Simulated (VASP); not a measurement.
Input of a VASP 6.6.1 run:

The input INCAR:

```
SYSTEM = SiMo3
  ALGO = Fast
  EDIFF = 1E-7
  ENCUT = 520
  GGA = PS
  ISIF = 2
  ISMEAR = 0
  LASPH = .TRUE.
  LCHARG = .FALSE.
  LREAL = .FALSE.
  LWAVE = .FALSE.
  NBANDS = 56
  NELM = 60
  PREC = Accurate
  SIGMA = 0.1
```

File KPOINTS:

```
k-points
0
G
  8 8 8
  0 0 0
```

Contents of POSCAR:

```
SiMo3
1.0
    4.8615851671      0.0000000000      0.0000000000
    0.0000000000      4.8615851671      0.0000000000
    0.0000000000      0.0000000000      4.8615851671
Si Mo
2 6
Direct
    0.0000000000      0.0000000000      0.0000000000
    0.5000000000      0.5000000000      0.5000000000
    0.2500000000      0.0000000000      0.5000000000
    0.5000000000      0.7500000000      0.0000000000
    0.7500000000      0.0000000000      0.5000000000
    0.5000000000      0.2500000000      0.0000000000
    0.0000000000      0.5000000000      0.7500000000
    0.0000000000      0.5000000000      0.2500000000
```

Potentials or basis: VASP PAW PBE potentials, release 64 (Si, Mo_sv).

Command:

```bash
$ cat potpaw_PBE.64/Si/POTCAR potpaw_PBE.64/Mo_sv/POTCAR > POTCAR
$ mpirun -np 1 vasp_std > vasp.out
```

Question: Predict the band gap on the k mesh.

Answer: Zero (bands 46 and 47 overlap by 2.48 eV).

Question: Predict the pressure.

Answer: 0.6 GPa.

Caveat: the PAW data sets were made with another functional, which shifts forces and pressure a little.
